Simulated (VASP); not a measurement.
# CO2 (Pbca) in VASP: further runs

The runs below take CO2 through single point, with PBE.

Everything below comes from runs of VASP 6.6.1. Logs are shortened: lines on timing, memory, paths and dates and some standing lists are left out, and cuts for length are marked.

## (1) The cell of the first run

Symmetry: Pbca, No. 61, orthorhombic system. The conventional cell has a = 5.447 Å, b = 5.855 Å, c = 5.855 Å, α = 90.00°, β = 90.00°, γ = 90.00°. Within 1.5 Å of C (site symmetry -1) lie 2 O at 1.10 Å. O (site symmetry 1) has 1 C at 1.10 Å within 1.5 Å.

## (2) Single point, PBE (15.56 Å³/atom)

Contents of INCAR:

```
  PREC = Accurate
  ENCUT = 520
  EDIFF = 1E-6
  ISMEAR = 0
  SIGMA = 0.05
  LREAL = F
  LASPH = T
  NELM = 100
  ALGO = Normal
  ISIF = 2
  LWAVE = F
  LCHARG = F
  GGA = PE
  NBANDS = 44
```

Contents of KPOINTS:

```
Automatic mesh
0
Gamma
  4 4 4
```

Contents of POSCAR:

```
CO2
1.0
    5.8552773479      0.0000000000      0.0000000000
    0.0000000000      5.8552773479      0.0000000000
    0.0000000000      0.0000000000      5.4465789890
C O
4 8
Direct
    0.0000000000      0.0000000000      0.0000000000
    0.5000000000      0.0000000000      0.5000000000
    0.5000000000      0.5000000000      0.0000000000
    0.0000000000      0.5000000000      0.5000000000
    0.1114834447      0.1114834447      0.1114834447
    0.3885165553      0.8885165553      0.6114834447
    0.6114834447      0.3885165553      0.8885165553
    0.8885165553      0.6114834447      0.3885165553
    0.8885165553      0.8885165553      0.8885165553
    0.6114834447      0.1114834447      0.3885165553
    0.3885165553      0.6114834447      0.1114834447
    0.1114834447      0.3885165553      0.6114834447
```

Potentials or basis: VASP PAW PBE potentials, release 64 (C, O).

The run is started by

```bash
> cat potpaw_PBE.64/C/POTCAR potpaw_PBE.64/O/POTCAR > POTCAR
> mpirun -np 1 vasp_std > vasp.out
```

OUTCAR:

```text
PREC = Accurate
   ENCUT = 520
   EDIFF = 1E-6
   ISMEAR = 0
   LREAL = F
   LASPH = T
   NELM = 100
   ISIF = 2
   GGA = PE

 ion  position               nearest neighbor table
   1  0.000  0.000  0.000-   5 1.10   9 1.10
   2  0.500  0.000  0.500-   6 1.10  10 1.10
   3  0.500  0.500  0.000-   7 1.10  11 1.10
   4  0.000  0.500  0.500-   8 1.10  12 1.10
   5  0.111  0.111  0.111-   1 1.10
   6  0.389  0.889  0.611-   2 1.10
   7  0.611  0.389  0.889-   3 1.10
   8  0.889  0.611  0.389-   4 1.10
   9  0.889  0.889  0.889-   1 1.10
  10  0.611  0.111  0.389-   2 1.10
  11  0.389  0.611  0.111-   3 1.10
  12  0.111  0.389  0.611-   4 1.10

  LATTYP: Found a simple tetragonal cell.
 ALAT       =     5.8552773479
 C/A-ratio  =     0.9302000000

  Lattice vectors:

 A1 = (   5.8552773479,   0.0000000000,   0.0000000000)
 A2 = (   0.0000000000,   5.8552773479,   0.0000000000)
 A3 = (   0.0000000000,   0.0000000000,   5.4465789890)

Analysis of symmetry for initial positions (statically):
=====================================================================
 Subroutine PRICEL returns:
 Original cell was already a primitive cell.

 Routine SETGRP: Setting up the symmetry group for a
 simple tetragonal supercell.

 Subroutine GETGRP returns: Found  8 space group operations
 (whereof  2 operations were pure point group operations)
 out of a pool of 16 trial point group operations.

The static configuration has the point symmetry S_2 .
 The point group associated with its full space group is D_2h.

Analysis of symmetry for dynamics (positions and initial velocities):
=====================================================================
 Subroutine PRICEL returns:
 Original cell was already a primitive cell.

 Routine SETGRP: Setting up the symmetry group for a
 simple tetragonal supercell.

 Subroutine GETGRP returns: Found  8 space group operations
 (whereof  2 operations were pure point group operations)
 out of a pool of 16 trial point group operations.

The dynamic configuration has the point symmetry S_2 .
 The point group associated with its full space group is D_2h.

 Subroutine INISYM returns: Found  8 space group operations
 (whereof  2 operations are pure point group operations),
 and found     1 'primitive' translations

----------------------------------------------------------------------------------------

                                     Primitive cell

  volume of cell :     186.7320

  direct lattice vectors                    reciprocal lattice vectors
     5.855277348  0.000000000  0.000000000     0.170786103  0.000000000  0.000000000
     0.000000000  5.855277348  0.000000000     0.000000000  0.170786103  0.000000000
     0.000000000  0.000000000  5.446578989     0.000000000  0.000000000  0.183601487

  length of vectors
     5.855277348  5.855277348  5.446578989     0.170786103  0.170786103  0.183601487

  position of ions in fractional coordinates (direct lattice)
     0.000000000  0.000000000  0.000000000
     0.500000000  0.000000000  0.500000000
     0.500000000  0.500000000  0.000000000
     0.000000000  0.500000000  0.500000000
     0.111483445  0.111483445  0.111483445
     0.388516555  0.888516555  0.611483445
     0.611483445  0.388516555  0.888516555
     0.888516555  0.611483445  0.388516555
     0.888516555  0.888516555  0.888516555
     0.611483445  0.111483445  0.388516555
     0.388516555  0.611483445  0.111483445
     0.111483445  0.388516555  0.611483445

  ion indices of the primitive-cell ions
   primitive index   ion index
                 1           1
                 2           2
                 3           3
                 4           4
                 5           5
                 6           6
                 7           7
                 8           8
                 9           9
                10          10
                11          11
                12          12

----------------------------------------------------------------------------------------

 KPOINTS: Automatic mesh

Automatic generation of k-mesh.
 Grid dimensions read from file:
 generate k-points for:    4    4    4

 Generating k-lattice:

  Cartesian coordinates                     Fractional coordinates (reciprocal lattice)
     0.042696526  0.000000000  0.000000000     0.250000000  0.000000000  0.000000000
     0.000000000  0.042696526  0.000000000     0.000000000  0.250000000  0.000000000
     0.000000000  0.000000000  0.045900372     0.000000000  0.000000000  0.250000000

  Length of vectors
     0.042696526  0.042696526  0.045900372

  Shift w.r.t. Gamma in fractional coordinates (k-lattice)
     0.000000000  0.000000000  0.000000000

 Subroutine IBZKPT returns following result:
 ===========================================

 Found     27 irreducible k-points:

 Following reciprocal coordinates:
            Coordinates               Weight
  0.000000  0.000000  0.000000      1.000000
  0.250000  0.000000  0.000000      2.000000
[... 34 lines left out ...]
   EFERMI =   0.00;   METHOD = LEGACY
   ISMEAR =     0;   SIGMA  =   0.05  broadening in eV -4-tet -1-fermi 0-gaus
   EFERMI_NEDOS =   21; number of points for ismear=-14 and -15
   IALGO  =     38    algorithm
   IMIX   =      4    mixing-type and parameters
     AMIX     =   0.40;   BMIX     =  1.00
     AMIX_MAG =   1.60;   BMIX_MAG =  1.00
  volume/ion in A,a.u.               =      15.56       105.01
  Fermi-wavevector in a.u.,A,eV,Ry     =   1.145676  2.165014 17.858654  1.312574
  Thomas-Fermi vector in A             =   2.282364
   LORBIT       =      0    0 simple, 1 ext, 2 COOP (PROOUT), +10 PAW based schemes
   GGA     = PE    functional components
   LHFCALC =     F    Hartree Fock is set to
   AEXX    =    0.0000 exact exchange contribution
   IVDW    =     0    specifies the selected vdW correction
   LEPSILON=     F    determine dielectric tensor
   LRPA    =     F    only Hartree local field effects (RPA)
 non-spin polarized calculation
 Gauss-broadening in eV      SIGMA  =   0.05
  energy-cutoff  :      520.00
  volume of cell :      186.73
 maximum number of plane-waves:      5056
 NGX is ok and might be reduce to    48
   NGX = 21   NGY = 21   NGZ = 21

 number of electron      64.0000000 magnetization

 Free energy of the ion-electron system (eV)
  ---------------------------------------------------
  ext. energy  EPLUGINS =         0.00000000
  ---------------------------------------------------
  free energy    TOTEN  =       -89.81304921 eV

  energy without entropy =      -89.81304921  energy(sigma->0) =      -89.81304921

 E-fermi :  -3.8044     XC(G=0):  -7.4997

 val. band max:       -4.0592395272   @ k =   0.0000   0.0000   0.0000
 cond. band min:       3.1029134450   @ k =   0.0000   0.0000   0.0000
 fundamental gap:      7.1621529722
 Fermi energy:        -3.8043585910

 k-point     1 :       0.0000    0.0000    0.0000
  band No.  band energies     occupation
      1     -25.3210      2.00000
      2     -25.1952      2.00000
      3     -25.1916      2.00000
      4     -25.1715      2.00000
      5     -24.2746      2.00000
      6     -24.2710      2.00000
[... 36 lines left out ...]
     43       6.9632      0.00000
     44       7.5952      0.00000

 k-point     2 :       0.2500    0.0000    0.0000
  band No.  band energies     occupation
      1     -25.3032      2.00000
      2     -25.2142      2.00000
      3     -25.1887      2.00000
      4     -25.1744      2.00000
      5     -24.2732      2.00000
      6     -24.2708      2.00000
[... 36 lines left out ...]
     43       7.3022      0.00000
     44       7.9665      0.00000

 k-point     3 :       0.0000    0.2500    0.0000
  band No.  band energies     occupation
      1     -25.3027      2.00000
      2     -25.2115      2.00000
      3     -25.1917      2.00000
      4     -25.1751      2.00000
      5     -24.2689      2.00000
      6     -24.2675      2.00000
[... 976 lines left out ...]
     43       6.0951      0.00000
     44       6.0951      0.00000

 k-point    24 :       0.2500    0.2500    0.5000
  band No.  band energies     occupation
      1     -25.2336      2.00000
      2     -25.2336      2.00000
      3     -25.2062      2.00000
      4     -25.2062      2.00000
      5     -24.2614      2.00000
      6     -24.2614      2.00000
[... 36 lines left out ...]
     43       6.9641      0.00000
     44       6.9641      0.00000

 [... further k-points ...]
[... 5 lines left out ...]
  --------------------------------------------------------------------------------------
  -------------------------------------------------------------------------------------
  Total       28.5274469     28.5869929     25.2770245     -0.0000000      0.0000000      0.0000000
  in kB      244.7680566    245.2789667    216.8791400     -0.0000000      0.0000000      0.0000000
  external PRESSURE =     235.6420544 kB  Pullay stress =       0.0000000 kB

 VOLUME and BASIS-vectors are now :
 -----------------------------------------------------------------------------
  energy-cutoff  :      520.00
  volume of cell :      186.73
      direct lattice vectors                 reciprocal lattice vectors
     5.855277348  0.000000000  0.000000000     0.170786103  0.000000000  0.000000000
     0.000000000  5.855277348  0.000000000     0.000000000  0.170786103  0.000000000
     0.000000000  0.000000000  5.446578989     0.000000000  0.000000000  0.183601487

 POSITION                                       TOTAL-FORCE (eV/Angst)
 -----------------------------------------------------------------------------------
      0.00000      0.00000      0.00000        -0.000000      0.000000     -0.000000
      2.92764      0.00000      2.72329        -0.000000      0.000000     -0.000000
      2.92764      2.92764      0.00000        -0.000000      0.000000     -0.000000
      0.00000      2.92764      2.72329        -0.000000      0.000000     -0.000000
      0.65277      0.65277      0.60720         5.450975      5.433601      5.081970
      2.27487      5.20251      3.33049        -5.450975     -5.433601      5.081970
      3.58041      2.27487      4.83938         5.450975     -5.433601     -5.081970
      5.20251      3.58041      2.11609        -5.450975      5.433601     -5.081970
      5.20251      5.20251      4.83938        -5.450975     -5.433601     -5.081970
      3.58041      0.65277      2.11609         5.450975      5.433601     -5.081970
      2.27487      3.58041      0.60720        -5.450975      5.433601      5.081970
      0.65277      2.27487      3.33049         5.450975     -5.433601      5.081970
 -----------------------------------------------------------------------------------
    total drift:                               -0.000000      0.000000      0.000000

  FREE ENERGIE OF THE ION-ELECTRON SYSTEM (eV)
  ---------------------------------------------------
  free  energy   TOTEN  =       -89.8130492125 eV

  energy  without entropy=      -89.8130492125  energy(sigma->0) =      -89.81304921
```

It took 2 min on 1 thread of AMD EPYC 9R45 (Zen 5), shared host; peak memory 0.34 GiB.

What came out:

- Free energy: -89.8130 eV
- Pressure: 23.6 GPa
- Largest force: 9.223 eV/Å
- Band gap on the k mesh: 7.16 eV

Forces on the atoms (eV/Å):
```
C    0.000  0.000  0.000
C    0.000  0.000  0.000
C    0.000  0.000  0.000
C    0.000  0.000  0.000
O    5.451  5.434  5.082
O   -5.451 -5.434  5.082
O    5.451 -5.434 -5.082
O   -5.451  5.434 -5.082
O   -5.451 -5.434 -5.082
O    5.451  5.434 -5.082
O   -5.451  5.434  5.082
O    5.451 -5.434  5.082
```

Caveat: the cell stands under pressure; this functional lacks dispersion, which holds the molecules together, so the pressure and a relaxed volume are unreliable; forces of over 1 eV/Å act on the atoms, so gaps and moduli don't describe the material at rest. A k mesh can miss the band edges.

## (3) Single point, PBE (15.56 Å³/atom)

Contents of INCAR:

```
SYSTEM = CO2
ALGO     = Normal         ! electronic algorithm
EDIFF    = 1E-6           ! SCF threshold, eV
ENCUT    = 520            ! plane-wave cutoff, eV
GGA      = PE             ! functional
ISIF     = 2              ! what is computed and relaxed
ISMEAR   = 0              ! smearing method
LASPH    = .True.         ! aspherical terms in the spheres
LCHARG   = .True.         ! write CHGCAR
LELF     = .True.         ! ELF
LREAL    = .False.        ! projectors in reciprocal space
LVHAR    = .True.       
LWAVE    = .False.        ! write WAVECAR
NBANDS   = 44             ! bands
NELM     = 60             ! most SCF steps
PREC     = Accurate       ! precision mode
SIGMA    = 0.05           ! smearing width, eV
```

Contents of KPOINTS:

```
k-points
0
Gamma
  4 4 4
  0 0 0
```

Edit POSCAR of step 2 so:

```diff
@@ -2,5 +2,5 @@
 1.0
-    5.8552773479      0.0000000000      0.0000000000
-    0.0000000000      5.8552773479      0.0000000000
-    0.0000000000      0.0000000000      5.4465789890
+    5.4904872133      0.0000000000      0.0000000000
+    0.0000000000      5.4904872133      0.0000000000
+    0.0000000000      0.0000000000      6.1943676740
 C O
```

Potentials or basis: VASP PAW PBE potentials, release 64 (C, O).

The run is started by

```bash
> cat potpaw_PBE.64/C/POTCAR potpaw_PBE.64/O/POTCAR > POTCAR
> mpirun -np 1 vasp_std > vasp.out
```

Run time: 1.8 min. Hardware: 1 thread of AMD EPYC 9R45 (Zen 5), shared host; peak memory 0.33 GiB.

Results (log left out):

| Property | Result |
| --- | --- |
| Free energy | -89.9613 eV |
| Pressure | 22.7 GPa |
| Largest force | 8.830 eV/Å |
| Band gap on the k mesh | 7.10 eV |

Forces in eV/Å, atoms in the order of the input:
```
C    0.000  0.000  0.000
C    0.000  0.000  0.000
C    0.000  0.000  0.000
C    0.000  0.000  0.000
O    4.874  4.906  5.490
O   -4.874 -4.906  5.490
O    4.874 -4.906 -5.490
O   -4.874  4.906 -5.490
O   -4.874 -4.906 -5.490
O    4.874  4.906 -5.490
O   -4.874  4.906  5.490
O    4.874 -4.906  5.490
```

Stress tensor (GPa, compression positive):
```
21.04  0.00  0.00
 0.00 21.18  0.00
 0.00  0.00 25.88
```

Levels at points of the mesh, in eV from the valence-band top:
```csv
k point,band 29,band 30,band 31,band 32,band 33,band 34,band 35,band 36
"(0.00, 0.00, 0.00)",-0.24,-0.22,-0.20,0.00,7.10,9.03,9.18,9.20
"(0.50, 0.00, 0.00)",-0.30,-0.30,-0.18,-0.18,8.63,8.63,9.15,9.15
"(0.00, 0.50, 0.00)",-0.30,-0.30,-0.17,-0.17,8.63,8.63,8.96,8.96
"(0.50, 0.50, 0.00)",-0.29,-0.29,-0.29,-0.29,8.96,8.96,8.96,8.96
"(0.00, 0.00, 0.50)",-0.35,-0.35,-0.11,-0.11,8.28,8.28,9.02,9.02
"(0.50, 0.00, 0.50)",-0.28,-0.28,-0.28,-0.28,8.98,8.98,8.98,8.98
"(0.00, 0.50, 0.50)",-0.28,-0.28,-0.28,-0.28,8.94,8.94,8.94,8.94
"(0.50, 0.50, 0.50)",-0.27,-0.27,-0.27,-0.27,9.14,9.14,9.14,9.14
```

Caveat: the cell stands under pressure; this functional lacks dispersion, which holds the molecules together, so the pressure and a relaxed volume are unreliable; forces of over 1 eV/Å act on the atoms, so gaps and moduli don't describe the material at rest. A k mesh can miss the band edges.

## (4) Single point, PBE (15.56 Å³/atom)

Contents of INCAR:

```
SYSTEM = CO2
PREC = Accurate ; ENCUT = 520
EDIFF = 1E-6 ; ISMEAR = 0
SIGMA = 0.05 ; LREAL = .FALSE.
LASPH = .TRUE. ; NELM = 60
ALGO = Normal ; ISIF = 2
LWAVE = .FALSE. ; LCHARG = .FALSE.
GGA = PE ; NBANDS = 44
```

Contents of KPOINTS:

```
Automatic mesh
0
G
  4 4 4
  0 0 0
```

Edit POSCAR of step 3 so:

```diff
@@ -2,5 +2,5 @@
 1.0
-    5.4904872133      0.0000000000      0.0000000000
-    0.0000000000      5.4904872133      0.0000000000
-    0.0000000000      0.0000000000      6.1943676740
+    5.5796046581      0.0000000000      0.0000000000
+    0.0000000000      5.5796046581      0.0000000000
+    0.0000000000      0.0000000000      5.9980750075
 C O
```

The run is started by

```bash
> cat potpaw_PBE.64/C/POTCAR potpaw_PBE.64/O/POTCAR > POTCAR
> mpirun -np 1 vasp_std > vasp.out
```

Wall time 1.7 min (1 thread of AMD EPYC 9R45 (Zen 5), shared host); peak memory 0.33 GiB.

Results (log left out):

| Quantity | Value |
| --- | --- |
| Free energy | -89.8154 eV |
| Pressure | 23.5 GPa |
| Largest force | 9.218 eV/Å |
| Band gap on the k mesh | 7.16 eV |

Forces on the atoms (eV/Å):
```
C    0.000  0.000  0.000
C    0.000  0.000  0.000
C    0.000  0.000  0.000
C    0.000  0.000  0.000
O    5.186  5.204  5.567
O   -5.186 -5.204  5.567
O    5.186 -5.204 -5.567
O   -5.186  5.204 -5.567
O   -5.186 -5.204 -5.567
O    5.186  5.204 -5.567
O   -5.186  5.204  5.567
O    5.186 -5.204  5.567
```

Stress tensor (GPa, compression positive):
```
22.54  0.00  0.00
 0.00 22.59  0.00
 0.00  0.00 25.52
```

Levels at points of the mesh, in eV from the valence-band top:
```
           k point  band 28  band 29  band 30  band 31  band 32  band 33  band 34  band 35  band 36  band 37
(0.00, 0.00, 0.00)    -0.22    -0.21    -0.19    -0.12     0.00     7.16     9.18     9.28     9.33     9.36
(0.50, 0.00, 0.00)    -0.33    -0.28    -0.28    -0.14    -0.14     8.63     8.63     9.19     9.19     9.47
(0.00, 0.50, 0.00)    -0.33    -0.28    -0.28    -0.13    -0.13     8.63     8.63     9.07     9.07     9.54
(0.50, 0.50, 0.00)    -0.32    -0.27    -0.27    -0.27    -0.27     9.03     9.03     9.03     9.03     9.86
(0.00, 0.00, 0.50)    -0.35    -0.30    -0.30    -0.09    -0.09     8.42     8.42     9.11     9.11     9.49
(0.50, 0.00, 0.50)    -0.33    -0.26    -0.26    -0.26    -0.26     9.04     9.04     9.04     9.04     9.78
(0.00, 0.50, 0.50)    -0.32    -0.27    -0.27    -0.27    -0.27     9.01     9.01     9.01     9.01     9.77
(0.50, 0.50, 0.50)    -0.35    -0.26    -0.26    -0.26    -0.26     9.22     9.22     9.22     9.22    10.01
```

Caveat: the cell stands under pressure; this functional lacks dispersion, which holds the molecules together, so the pressure and a relaxed volume are unreliable; forces of over 1 eV/Å act on the atoms, so gaps and moduli don't describe the material at rest. A hybrid or GW would open this gap; PBE tends to underestimate it.

## (5) Summary

| cell | gap on the mesh (eV) | pressure (GPa) | largest force (eV/Å) |
| --- | --- | --- | --- |
| a = 5.855, b = 5.855, c = 5.447 Å, 12 atoms | 7.16 | 23.6 | 9.22 |
| a = 5.490, b = 5.490, c = 6.194 Å, 12 atoms | 7.10 | 22.7 | 8.83 |
| a = 5.580, b = 5.580, c = 5.998 Å, 12 atoms | 7.16 | 23.5 | 9.22 |

Alike in all rows: task single point; level PBE; potentials or basis VASP PAW PBE potentials, release 64 (C, O); no spin polarisation; k mesh 4 × 4 × 4; cutoff (eV) 520; smearing gaussian 0.05 eV.

Caveats: the cell stands under pressure; this functional lacks dispersion, which holds the molecules together, so the pressure and a relaxed volume are unreliable; forces of over 1 eV/Å act on the atoms, so gaps and moduli don't describe the material at rest.

Absolute energies hang on the potentials; compare differences alone.
